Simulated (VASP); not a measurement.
# ZnS (I-4m2) in VASP: a series of runs, part 2 of 2

VASP 6.6.1. The steps go on from the part before.

**3. Single point, PBE (strain -0.015 along x and y, -0.030 along z)**

Contents of INCAR:

```
ALGO = Normal
EDIFF = 1E-6
ENCUT = 520
GGA = PE
ISIF = 2
ISMEAR = 0
LASPH = T
LCHARG = F
LREAL = F
LWAVE = F
NBANDS = 16
NELM = 80
PREC = Accurate
SIGMA = 0.05
```

Contents of KPOINTS:

```
k-points
0
Gamma
  10 10 10
```

Contents of POSCAR:

```
ZnS
1.0
    0.0000000000      2.6640802500      2.6235105000
    2.6640802500      0.0000000000      2.6235105000
    2.6640802500      2.6640802500      0.0000000000
Zn S
1 1
Direct
    0.0000000000      0.0000000000      0.0000000000
    0.7500000000      0.7500000000      0.7500000000
```

Potentials or basis: VASP PAW PBE potentials, release 64 (Zn, S).

The run is started by

```
cat potpaw_PBE.64/Zn/POTCAR potpaw_PBE.64/S/POTCAR > POTCAR
mpirun -np 1 vasp_std > vasp.out
```

OUTCAR:

```text
EDIFF = 1E-6
   ENCUT = 520
   GGA = PE
   ISIF = 2
   ISMEAR = 0
   LASPH = T
   LREAL = F
   NELM = 80
   PREC = Accurate

 ion  position               nearest neighbor table
   1  0.000  0.000  0.000-   2 2.30   2 2.30   2 2.30   2 2.30
   2  0.750  0.750  0.750-   1 2.30   1 2.30   1 2.30   1 2.30

  LATTYP: Found a body centered tetragonal cell.
 ALAT       =     3.7675784208
 C/A-ratio  =     1.3926773152

  Lattice vectors:

 A1 = (   0.0000000000,  -2.6640802500,  -2.6235105000)
 A2 = (   0.0000000000,   2.6640802500,  -2.6235105000)
 A3 = (   2.6640802500,   0.0000000000,   2.6235105000)

Analysis of symmetry for initial positions (statically):
=====================================================================
 Subroutine PRICEL returns:
 Original cell was already a primitive cell.

 Routine SETGRP: Setting up the symmetry group for a
 body centered tetragonal supercell.

 Subroutine GETGRP returns: Found  8 space group operations
 (whereof  8 operations were pure point group operations)
 out of a pool of 16 trial point group operations.

The static configuration has the point symmetry D_2d.

Analysis of symmetry for dynamics (positions and initial velocities):
=====================================================================
 Subroutine PRICEL returns:
 Original cell was already a primitive cell.

 Routine SETGRP: Setting up the symmetry group for a
 body centered tetragonal supercell.

 Subroutine GETGRP returns: Found  8 space group operations
 (whereof  8 operations were pure point group operations)
 out of a pool of 16 trial point group operations.

The dynamic configuration has the point symmetry D_2d.

 Subroutine INISYM returns: Found  8 space group operations
 (whereof  8 operations are pure point group operations),
 and found     1 'primitive' translations

----------------------------------------------------------------------------------------

                                     Primitive cell

  volume of cell :      37.2398

  direct lattice vectors                    reciprocal lattice vectors
     0.000000000  2.664080250  2.623510500    -0.187682034  0.187682034  0.190584333
     2.664080250  0.000000000  2.623510500     0.187682034 -0.187682034  0.190584333
     2.664080250  2.664080250  0.000000000     0.187682034  0.187682034 -0.190584333

  length of vectors
     3.739001327  3.739001327  3.767578421     0.326759055  0.326759055  0.326759055

  position of ions in fractional coordinates (direct lattice)
     0.000000000  0.000000000  0.000000000
     0.750000000  0.750000000  0.750000000

  ion indices of the primitive-cell ions
   primitive index   ion index
                 1           1
                 2           2

----------------------------------------------------------------------------------------

 KPOINTS: k-points

Automatic generation of k-mesh.
 Grid dimensions read from file:
 generate k-points for:   10   10   10

 Generating k-lattice:

  Cartesian coordinates                     Fractional coordinates (reciprocal lattice)
    -0.018768203  0.018768203  0.019058433     0.100000000 -0.000000000  0.000000000
     0.018768203 -0.018768203  0.019058433    -0.000000000  0.100000000  0.000000000
     0.018768203  0.018768203 -0.019058433     0.000000000  0.000000000  0.100000000

  Length of vectors
     0.032675905  0.032675905  0.032675905

  Shift w.r.t. Gamma in fractional coordinates (k-lattice)
     0.000000000  0.000000000  0.000000000

 Subroutine IBZKPT returns following result:
 ===========================================

 Found    102 irreducible k-points:

 Following reciprocal coordinates:
            Coordinates               Weight
  0.000000  0.000000  0.000000      1.000000
  0.100000  0.000000  0.000000      8.000000
  0.200000  0.000000  0.000000      8.000000
  0.300000  0.000000  0.000000      8.000000
  0.400000  0.000000  0.000000      8.000000
  0.500000  0.000000  0.000000      4.000000
[... 16 lines left out ...]
  0.300000  0.300000  0.000000      2.000000
  0.400000  0.300000  0.000000      8.000000
 [... further k-points ...]
   k-points           NKPTS =    102   k-points in BZ     NKDIM =    102   number of bands    NBANDS=     16
   number of dos      NEDOS =    301   number of ions     NIONS =      2
   total plane-waves  NPLWV =  21952
   dimension x,y,z NGX =    28 NGY =   28 NGZ =   28
   dimension x,y,z NGXF=    56 NGYF=   56 NGZF=   56
   ions per type =               1   1
   NGX,Y,Z   is equivalent  to a cutoff of  12.45, 12.45, 12.36 a.u.
   NGXF,Y,Z  is equivalent  to a cutoff of  24.90, 24.90, 24.71 a.u.
 SYSTEM =  unknown system
   PREC   = accura    normal or accurate (medium, high low for compatibility)
   ISTART =      0    job   : 0-new  1-cont  2-samecut
   ICHARG =      2    charge: 1-file 2-atom 10-const
   ISPIN  =      1    spin polarized calculation?
   LNONCOLLINEAR =      F non collinear calculations
   LSORBIT =      F    spin-orbit coupling
   LASPH  =      T    aspherical Exc in radial PAW
   ENCUT  =  520.0 eV  38.22 Ry    6.18 a.u.   6.95  6.95  7.01*2*pi/ulx,y,z
   NELM   =     80;   NELMIN=  2; NELMDL= -5     # of ELM steps
   EDIFF  = 0.1E-05   stopping-criterion for ELM
   LREAL  =      F    real-space projection
   EDIFFG = 0.1E-04   stopping-criterion for IOM
   NSW    =      0    number of steps for IOM
   IBRION =     -1    ionic relax: 0-MD 1-quasi-New 2-CG
   NFREE  =      0    steps in history (QN), initial steepest desc. (CG)
   ISIF   =      2    stress and relaxation
   ISYM   =      2    0-nonsym 1-usesym 2-fastsym
   POTIM  = 0.5000    time-step for ionic-motion
   TEBEG  =    0.0;   TEEND  =   0.0 temperature during run
   PSTRESS=    0.0 pullay stress
   NELECT =      18.0000    total number of electrons
   NUPDOWN=      -1.0000    fix difference up-down
   EMIN   =  10.00;   EMAX   =-10.00  energy-range for DOS
   EFERMI =   0.00;   METHOD = LEGACY
   ISMEAR =     0;   SIGMA  =   0.05  broadening in eV -4-tet -1-fermi 0-gaus
   EFERMI_NEDOS =   21; number of points for ismear=-14 and -15
   IALGO  =     38    algorithm
   IMIX   =      4    mixing-type and parameters
     AMIX     =   0.40;   BMIX     =  1.00
     AMIX_MAG =   1.60;   BMIX_MAG =  1.00
  volume/ion in A,a.u.               =      18.62       125.65
  Fermi-wavevector in a.u.,A,eV,Ry     =   1.284783  2.427888 22.458701  1.650668
  Thomas-Fermi vector in A             =   2.416956
   LORBIT       =      0    0 simple, 1 ext, 2 COOP (PROOUT), +10 PAW based schemes
   GGA     = PE    functional components
   LHFCALC =     F    Hartree Fock is set to
   AEXX    =    0.0000 exact exchange contribution
   IVDW    =     0    specifies the selected vdW correction
   LEPSILON=     F    determine dielectric tensor
   LRPA    =     F    only Hartree local field effects (RPA)
 non-spin polarized calculation
 Gauss-broadening in eV      SIGMA  =   0.05
  energy-cutoff  :      520.00
  volume of cell :       37.24
 maximum number of plane-waves:      1016
   NGX = 13   NGY = 13   NGZ = 13

 number of electron      18.0000012 magnetization

 Free energy of the ion-electron system (eV)
  ---------------------------------------------------
  ext. energy  EPLUGINS =         0.00000000
  ---------------------------------------------------
  free energy    TOTEN  =        -6.78886586 eV

  energy without entropy =       -6.78886586  energy(sigma->0) =       -6.78886586

 E-fermi :   2.8977     XC(G=0):  -9.9052

 val. band max:        2.7002820315   @ k =   0.0000   0.0000   0.0000
 cond. band min:       5.0354565581   @ k =   0.0000   0.0000   0.0000
 fundamental gap:      2.3351745266
 Fermi energy:         2.8977073137

 k-point     1 :       0.0000    0.0000    0.0000
  band No.  band energies     occupation
      1     -10.8959      2.00000
      2      -3.9261      2.00000
      3      -3.9261      2.00000
      4      -3.9165      2.00000
      5      -3.3570      2.00000
      6      -3.3510      2.00000
[... 8 lines left out ...]
     15      14.6056      0.00000
     16      14.8714      0.00000

 k-point     2 :       0.1000    0.0000    0.0000
  band No.  band energies     occupation
      1     -10.8126      2.00000
      2      -3.9273      2.00000
      3      -3.9108      2.00000
      4      -3.9030      2.00000
      5      -3.3581      2.00000
      6      -3.3529      2.00000
[... 8 lines left out ...]
     15      14.1319      0.00000
     16      15.4519      0.00000
[... 387 lines left out ...]
      5      -3.3868      2.00000
      6      -3.2961      2.00000
[... 8 lines left out ...]
     15      15.4851      0.00000
     16      19.7502      0.00000

 k-point    24 :       0.4000    0.3000    0.0000
  band No.  band energies     occupation
      1      -9.8112      2.00000
      2      -3.9788      2.00000
      3      -3.6501      2.00000
      4      -3.6415      2.00000
      5      -3.3248      2.00000
      6      -3.2862      2.00000
[... 8 lines left out ...]
     15      16.1041      0.00000
     16      18.9467      0.00000

 [... further k-points ...]
[... 5 lines left out ...]
  --------------------------------------------------------------------------------------
  -------------------------------------------------------------------------------------
  Total        1.5235512      1.5235512      1.6532922      0.0000000      0.0000000      0.0000000
  in kB       65.5481194     65.5481194     71.1299951      0.0000000      0.0000000      0.0000000
  external PRESSURE =      67.4087447 kB  Pullay stress =       0.0000000 kB

 VOLUME and BASIS-vectors are now :
 -----------------------------------------------------------------------------
  energy-cutoff  :      520.00
  volume of cell :       37.24
      direct lattice vectors                 reciprocal lattice vectors
     0.000000000  2.664080250  2.623510500    -0.187682034  0.187682034  0.190584333
     2.664080250  0.000000000  2.623510500     0.187682034 -0.187682034  0.190584333
     2.664080250  2.664080250  0.000000000     0.187682034  0.187682034 -0.190584333

 POSITION                                       TOTAL-FORCE (eV/Angst)
 -----------------------------------------------------------------------------------
      0.00000      0.00000      0.00000        -0.000000     -0.000000     -0.000000
      3.99612      3.99612      3.93527         0.000000      0.000000      0.000000
 -----------------------------------------------------------------------------------
    total drift:                               -0.000002     -0.000002     -0.000002

  FREE ENERGIE OF THE ION-ELECTRON SYSTEM (eV)
  ---------------------------------------------------
  free  energy   TOTEN  =        -6.7888658589 eV

  energy  without entropy=       -6.7888658589  energy(sigma->0) =       -6.78886586
```

OSZICAR:

```text
N       E                     dE             d eps       ncg     rms          rms(c)
DAV:   1     0.899560699833E+02    0.89956E+02   -0.90136E+03  3264   0.138E+03
DAV:   2    -0.153066329337E+01   -0.91487E+02   -0.85880E+02  3752   0.262E+02
DAV:   3    -0.716333425381E+01   -0.56327E+01   -0.56104E+01  4056   0.636E+01
DAV:   4    -0.722073320984E+01   -0.57399E-01   -0.57386E-01  4088   0.666E+00
DAV:   5    -0.722137153436E+01   -0.63832E-03   -0.63831E-03  4184   0.677E-01    0.768E+00
DAV:   6    -0.681206984813E+01    0.40930E+00   -0.74265E-01  4904   0.311E+01    0.593E+00
DAV:   7    -0.678933655624E+01    0.22733E-01   -0.27121E-01  3984   0.487E+00    0.296E+00
DAV:   8    -0.678856621386E+01    0.77034E-03   -0.57937E-03  4344   0.112E+00    0.783E-01
DAV:   9    -0.678871442860E+01   -0.14821E-03   -0.14180E-03  4064   0.293E-01    0.881E-02
DAV:  10    -0.678885064492E+01   -0.13622E-03   -0.17756E-04  4128   0.978E-02    0.399E-02
DAV:  11    -0.678886519000E+01   -0.14545E-04   -0.38008E-05  3952   0.489E-02    0.110E-02
DAV:  12    -0.678886585892E+01   -0.66892E-06   -0.27898E-06  4136   0.165E-02
   1 F= -.67888659E+01 E0= -.67888659E+01  d E =-.478072E-11
```

It took 50 s on 1 thread of AMD EPYC 7R43 (Zen 3), shared host; peak memory 0.16 GiB.

What came out:

- Free energy: -6.7889 eV
- Pressure: 6.7 GPa
- Band gap on the k mesh: 2.34 eV, direct

Stress tensor (GPa, compression positive):
```
6.55 0.00 0.00
0.00 6.55 0.00
0.00 0.00 7.11
```

Levels at points of the mesh, in eV from the valence-band top:
| k point | band 7 | band 8 | band 9 | band 10 | band 11 | band 12 |
| --- | --- | --- | --- | --- | --- | --- |
| (0.00, 0.00, 0.00) | -0.05 | -0.05 | 0.00 | 2.34 | 6.31 | 6.31 |
| (0.50, 0.00, 0.00) | -5.70 | -1.03 | -0.94 | 3.38 | 6.78 | 6.93 |
| (0.50, 0.50, 0.00) | -4.76 | -2.53 | -2.53 | 3.18 | 3.92 | 11.49 |
| (0.50, 0.00, 0.50) | -4.85 | -2.46 | -2.42 | 3.26 | 4.07 | 11.30 |

Caveat: the cell differs from its parent crystal (strain -0.015 along x and y, -0.030 along z).
